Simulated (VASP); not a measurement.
# BaMgTiO3 (Cm) in VASP: a series of runs

Runs on BaMgTiO3. Level: PBE+U. Tasks: single point.

All numbers are computed with VASP 6.6.1; they aren't measurements. Logs are shortened: lines on timing, memory, paths and dates and some standing lists are left out, and cuts for length are marked.

## (1) The cell of the first run

The structure is monoclinic, space group Cm (No. 8). The conventional cell has a = 8.628 Å, b = 5.873 Å, c = 4.609 Å, α = 90.00°, β = 110.38°, γ = 90.00°. Ba (site symmetry m) has 5 O at 2.54 to 2.95 Å and 1 Mg at 3.28 Å within 3.3 Å. Mg (site symmetry m) has 3 O at 1.78 to 2.01 Å within 2.4 Å. Within 2.3 Å of Ti (site symmetry m) lie 3 O at 1.74 to 2.01 Å. Within 2.3 Å of O (site symmetry 1) lie 1 Ti at 1.74 Å and 1 Mg at 2.01 Å. O (site symmetry m) has 1 Mg at 1.78 Å and 1 Ti at 2.01 Å within 2.4 Å.

## (2) Single point, PBE+U (strained)

Input file INCAR:

```
PREC = Accurate
ENCUT = 520
EDIFF = 1E-7
ISMEAR = 0
SIGMA = 0.02
LREAL = F
LASPH = T
NELM = 150
ALGO = Normal
ISIF = 2
LWAVE = F
LCHARG = F
LMAXMIX = 4
LDAU = T
LDAUTYPE = 2
LDAUL = -1 -1 2 -1
LDAUU = 0 0 4 0
LDAUJ = 0 0 0 0
LDAUPRINT = 1
GGA = PE
NBANDS = 30
```

Input file KPOINTS:

```
Automatic mesh
0
Gamma
  6 6 6
```

Input file POSCAR:

```
BaMgTiO3
1.0
    4.3130778711     -2.9363526919      0.0893057634
    4.3130778711      2.9363526919      0.0893057634
   -1.6941785190      0.0000000000      4.2866794107
Ba Mg Ti O
1 1 1 3
Direct
    0.0523775672      0.0523775672      0.9570679088
    0.3601295553      0.3601295553      0.6951597108
    0.5887731268      0.5887731268      0.4121332427
    0.4197574557      0.9457965849      0.5258722731
    0.9457965849      0.4197574557      0.5258722731
    0.3630657101      0.3630657101      0.0838945816
```

Potentials or basis: VASP PAW PBE potentials, release 64 (Ba_sv, Mg, Ti_sv, O).

Launch:

```bash
$ cat potpaw_PBE.64/Ba_sv/POTCAR potpaw_PBE.64/Mg/POTCAR potpaw_PBE.64/Ti_sv/POTCAR potpaw_PBE.64/O/POTCAR > POTCAR
$ mpirun -np 1 vasp_std > vasp.out
```

OUTCAR:

```text
PREC = Accurate
   ENCUT = 520
   EDIFF = 1E-7
   ISMEAR = 0
   LREAL = F
   LASPH = T
   NELM = 150
   ISIF = 2
   GGA = PE

 ion  position               nearest neighbor table
   1  0.052  0.052  0.957-   6 2.54   5 2.83   4 2.83   5 2.95   4 2.95   2 3.28   2 3.38   2 3.38
                             2 3.51   3 3.56   3 3.56
   2  0.360  0.360  0.695-   6 1.78   5 2.01   4 2.01   3 2.72   3 3.21   1 3.28   1 3.38   1 3.38
                             1 3.51
   3  0.589  0.589  0.412-   4 1.74   5 1.74   6 2.01   2 2.72   2 3.21   1 3.56   1 3.56
   4  0.420  0.946  0.526-   3 1.74   2 2.01   1 2.83   1 2.95
   5  0.946  0.420  0.526-   3 1.74   2 2.01   1 2.83   1 2.95
   6  0.363  0.363  0.084-   2 1.78   3 2.01   1 2.54

  LATTYP: Found a base centered monoclinic cell.
 ALAT       =     8.6280046921
 B/A-ratio  =     0.6806562575
 C/A-ratio  =     0.5342281858
 COS(beta)  =    -0.3482236370

  Lattice vectors:

 A1 = (   4.3130778711,  -2.9363526919,   0.0893057634)
 A2 = (   4.3130778711,   2.9363526919,   0.0893057634)
 A3 = (  -1.6941785190,   0.0000000000,   4.2866794107)

Analysis of symmetry for initial positions (statically):
=====================================================================
 Subroutine PRICEL returns:
 Original cell was already a primitive cell.

 Routine SETGRP: Setting up the symmetry group for a
 base centered monoclinic supercell.

 Subroutine GETGRP returns: Found  2 space group operations
 (whereof  2 operations were pure point group operations)
 out of a pool of  4 trial point group operations.

The static configuration has the point symmetry C_1h.

Analysis of symmetry for dynamics (positions and initial velocities):
=====================================================================
 Subroutine PRICEL returns:
 Original cell was already a primitive cell.

 Routine SETGRP: Setting up the symmetry group for a
 base centered monoclinic supercell.

 Subroutine GETGRP returns: Found  2 space group operations
 (whereof  2 operations were pure point group operations)
[... 155 lines left out ...]

spin component  1

  0.1860  0.0667  0.0000  0.0000  0.0000
  0.0667  0.1604  0.0000  0.0000  0.0000
  0.0000  0.0000  0.1071 -0.0284  0.0930
  0.0000  0.0000 -0.0284  0.3037 -0.0986
  0.0000  0.0000  0.0930 -0.0986  0.2352

spin component  2

  0.1860  0.0667  0.0000  0.0000  0.0000
  0.0667  0.1604  0.0000  0.0000  0.0000
  0.0000  0.0000  0.1071 -0.0284  0.0930
  0.0000  0.0000 -0.0284  0.3037 -0.0986
  0.0000  0.0000  0.0930 -0.0986  0.2352

 occupancies and eigenvectors

  o =  0.0561  v =  0.0000  0.0000  0.8591 -0.1012 -0.5018  0.0000  0.0000  0.0000  0.0000  0.0000      0.0000  0.0000  0.0000  0.0000  0.0000  0.0000  0.0000  0.0000  0.0000  0.0000
  o =  0.0561  v =  0.0000  0.0000  0.0000  0.0000  0.0000  0.0000  0.0000  0.8591 -0.1012 -0.5018      0.0000  0.0000  0.0000  0.0000  0.0000  0.0000  0.0000  0.0000  0.0000  0.0000
  o =  0.1052  v =  0.0000  0.0000  0.0000  0.0000  0.0000  0.6370 -0.7709  0.0000  0.0000  0.0000      0.0000  0.0000  0.0000  0.0000  0.0000  0.0000  0.0000  0.0000  0.0000  0.0000
  o =  0.1052  v =  0.6370 -0.7709  0.0000  0.0000  0.0000  0.0000  0.0000  0.0000  0.0000  0.0000      0.0000  0.0000  0.0000  0.0000  0.0000  0.0000  0.0000  0.0000  0.0000  0.0000
  o =  0.1944  v =  0.0000  0.0000 -0.4344 -0.6626 -0.6101  0.0000  0.0000  0.0000  0.0000  0.0000      0.0000  0.0000  0.0000  0.0000  0.0000  0.0000  0.0000  0.0000  0.0000  0.0000
  o =  0.1944  v =  0.0000  0.0000  0.0000  0.0000  0.0000  0.0000  0.0000 -0.4344 -0.6626 -0.6101      0.0000  0.0000  0.0000  0.0000  0.0000  0.0000  0.0000  0.0000  0.0000  0.0000
  o =  0.2411  v = -0.7709 -0.6370  0.0000  0.0000  0.0000  0.0000  0.0000  0.0000  0.0000  0.0000      0.0000  0.0000  0.0000  0.0000  0.0000  0.0000  0.0000  0.0000  0.0000  0.0000
  o =  0.2411  v =  0.0000  0.0000  0.0000  0.0000  0.0000 -0.7709 -0.6370  0.0000  0.0000  0.0000      0.0000  0.0000  0.0000  0.0000  0.0000  0.0000  0.0000  0.0000  0.0000  0.0000
  o =  0.3955  v =  0.0000  0.0000  0.0000  0.0000  0.0000  0.0000  0.0000 -0.2707  0.7421 -0.6132      0.0000  0.0000  0.0000  0.0000  0.0000  0.0000  0.0000  0.0000  0.0000  0.0000
  o =  0.3955  v =  0.0000  0.0000 -0.2707  0.7421 -0.6132  0.0000  0.0000  0.0000  0.0000  0.0000      0.0000  0.0000  0.0000  0.0000  0.0000  0.0000  0.0000  0.0000  0.0000  0.0000

 number of electron      42.0000002 magnetization

 Free energy of the ion-electron system (eV)
  ---------------------------------------------------
  ext. energy  EPLUGINS =         0.00000000
  ---------------------------------------------------
  free energy    TOTEN  =       -36.78487483 eV

  energy without entropy =      -36.78487483  energy(sigma->0) =      -36.78487483

 E-fermi :   3.8921     XC(G=0):  -9.1333

 val. band max:        3.7593395533   @ k =   0.5000   0.5000   0.5000
 cond. band min:       4.5240685357   @ k =   0.1667   0.1667   0.5000
 fundamental gap:      0.7647289824
 Fermi energy:         3.8921496044

 k-point     1 :       0.0000    0.0000    0.0000
  band No.  band energies     occupation
      1     -54.2380      2.00000
      2     -30.8366      2.00000
      3     -30.6508      2.00000
      4     -30.3152      2.00000
      5     -24.5017      2.00000
      6     -15.2176      2.00000
[... 781 lines left out ...]
     29       7.9667      0.00000
     30       8.4059      0.00000

 [... further k-points ...]
[... 5 lines left out ...]
  --------------------------------------------------------------------------------------
  -------------------------------------------------------------------------------------
  Total        2.6197013     11.6016253      4.9903389      0.0000000      0.0000000     -2.2917472
  in kB       38.3421376    169.8022281     73.0389616      0.0000000      0.0000000    -33.5421781
  external PRESSURE =      93.7277758 kB  Pullay stress =       0.0000000 kB

 VOLUME and BASIS-vectors are now :
 -----------------------------------------------------------------------------
  energy-cutoff  :      520.00
  volume of cell :      109.47
      direct lattice vectors                 reciprocal lattice vectors
     4.313077871 -2.936352692  0.089305763     0.114985530 -0.170279272  0.045444503
     4.313077871  2.936352692  0.089305763     0.114985530  0.170279272  0.045444503
    -1.694178519  0.000000000  4.286679411    -0.004791061  0.000000000  0.231387280

 POSITION                                       TOTAL-FORCE (eV/Angst)
 -----------------------------------------------------------------------------------
     -1.16963      0.00000      4.11200         0.083197     -0.000000     -0.022308
      1.92881      0.00000      3.04425        -0.392315     -0.000000     -2.462873
      4.38062      0.00000      1.87184        -3.109430     -0.000000     -2.674622
      4.99882      1.54464      2.37620         1.311931      2.186163      0.718783
      4.99882     -1.54464      2.37620         1.311931     -2.186163      0.718783
      2.98973      0.00000      0.42448         0.794685     -0.000000      3.722237
 -----------------------------------------------------------------------------------
    total drift:                                0.000457     -0.000000     -0.000754

  FREE ENERGIE OF THE ION-ELECTRON SYSTEM (eV)
  ---------------------------------------------------
  free  energy   TOTEN  =       -36.7848748333 eV

  energy  without entropy=      -36.7848748333  energy(sigma->0) =      -36.78487483
```

stdout:

```text
POSCAR found type information on POSCAR BaMgTiO
 POSCAR found :  4 types and       6 ions
 scaLAPACK will be used
 LDA part: xc-table for (Slater+PW92), standard interpolation
 POSCAR, INCAR and KPOINTS ok, starting setup
 FFT: planning ... GRIDC
 FFT: planning ... GRID_SOFT
 FFT: planning ... GRID
 WAVECAR not read
 entering main loop
```

It took 1.8 min on 1 thread of Intel Xeon 6975P-C (Granite Rapids), shared host; peak memory 0.4 GiB.

What came out:

* Free energy: -36.7849 eV
* Pressure: 9.4 GPa
* Largest force: 4.101 eV/Å
* Band gap on the k mesh: 0.76 eV, indirect (least direct gap 0.79 eV)

Forces on the atoms (eV/Å):
```
Ba   0.083  0.000 -0.022
Mg  -0.392  0.000 -2.463
Ti  -3.109  0.000 -2.675
O    1.312  2.186  0.719
O    1.312 -2.186  0.719
O    0.795  0.000  3.722
```

Eigenvalues of the final occupation matrices:
```tsv
site	spin	trace	eigenvalues
site 3 d	1	0.99	0.06 0.11 0.19 0.24 0.40
site 3 d	2	0.99	0.06 0.11 0.19 0.24 0.40
```

Caveat: the cell differs from its parent crystal (strained); spin-orbit coupling is left out, which moves the levels of the heavy elements; forces of over 1 eV/Å act on the atoms, so gaps and moduli don't describe the material at rest.

## (3) Single point, PBE+U (strained)

Input file INCAR:

```
  ALGO = Normal
  EDIFF = 1E-6
  ENCUT = 520
  GGA = PE
  ISIF = 2
  ISMEAR = 0
  LASPH = True
  LCHARG = True
  LDAU = True
  LDAUJ = 0 0 0 0
  LDAUL = -1 -1 2 -1
  LDAUPRINT = 1
  LDAUTYPE = 2
  LDAUU = 0 0 4 0
  LELF = True
  LMAXMIX = 4
  LREAL = False
  LVHAR = True
  LWAVE = False
  NBANDS = 30
  NELM = 150
  PREC = Accurate
  SIGMA = 0.02
```

Input file KPOINTS:

```
k-points
0
Gamma
  6 6 6
```

Input file POSCAR:

```
BaMgTiO3
1.0
    4.1468604902     -3.0920593766      0.1179566143
    4.1468604902      3.0920593766      0.1179566143
   -1.5956927837      0.0000000000      4.5332336169
Ba Mg Ti O
1 1 1 3
Direct
    0.0475422192      0.0475422192      0.9723026736
    0.3663708424      0.3663708424      0.6925195454
    0.5870139188      0.5870139188      0.3897381235
    0.4178146699      0.9404040424      0.5067990190
    0.9404040424      0.4178146699      0.5067990190
    0.3707543073      0.3707543073      0.1318416094
```

Potentials or basis: VASP PAW PBE potentials, release 64 (Ba_sv, Mg, Ti_sv, O).

Launch:

```bash
$ cat potpaw_PBE.64/Ba_sv/POTCAR potpaw_PBE.64/Mg/POTCAR potpaw_PBE.64/Ti_sv/POTCAR potpaw_PBE.64/O/POTCAR > POTCAR
$ mpirun -np 1 vasp_std > vasp.out
```

It took 1.7 min on 1 thread of Intel Xeon 6975P-C (Granite Rapids), shared host; peak memory 0.41 GiB.

The run converged. Its results:

* Free energy: -37.1242 eV
* Pressure: 1.5 GPa
* Largest force: 1.923 eV/Å
* Band gap on the k mesh: 0.46 eV, indirect (least direct gap 0.47 eV)

Forces in eV/Å, atoms in the order of the input:
```
Ba  -0.026  0.000  0.237
Mg  -1.781  0.000 -0.503
Ti  -0.228  0.000 -0.063
O    0.917  1.475  0.827
O    0.917 -1.475  0.827
O    0.202  0.000 -1.324
```

Stress tensor (GPa, compression positive):
```
 3.63  0.00 -1.28
 0.00  4.91  0.00
-1.28  0.00 -4.02
```

Levels at points of the mesh, in eV from the valence-band top:
```csv
k point,band 18,band 19,band 20,band 21,band 22,band 23,band 24,band 25
"(0.00, 0.00, 0.00)",-3.91,-3.42,-3.10,-2.01,1.66,2.15,2.49,2.50
"(0.50, 0.00, 0.00)",-3.73,-3.54,-3.32,-1.23,1.65,1.83,2.33,2.61
"(0.50, 0.50, 0.00)",-3.72,-3.53,-3.29,-1.51,1.95,2.44,2.89,2.90
"(0.00, 0.00, 0.50)",-3.93,-3.73,-3.31,-0.22,0.55,1.98,2.59,3.07
"(0.50, 0.00, 0.50)",-3.66,-3.54,-3.24,-0.11,1.25,1.68,2.42,2.57
"(0.50, 0.50, 0.50)",-3.80,-3.64,-3.06,0.00,0.47,1.89,2.25,2.78
```

Eigenvalues of the final occupation matrices:
```tsv
site	spin	trace	eigenvalues
site 3 d	1	0.97	0.07 0.09 0.21 0.22 0.39
site 3 d	2	0.97	0.07 0.09 0.21 0.22 0.39
```

Caveat: the cell differs from its parent crystal (strained); spin-orbit coupling is left out, which moves the levels of the heavy elements; forces of over 1 eV/Å act on the atoms, so gaps and moduli don't describe the material at rest. A k mesh can miss the band edges.
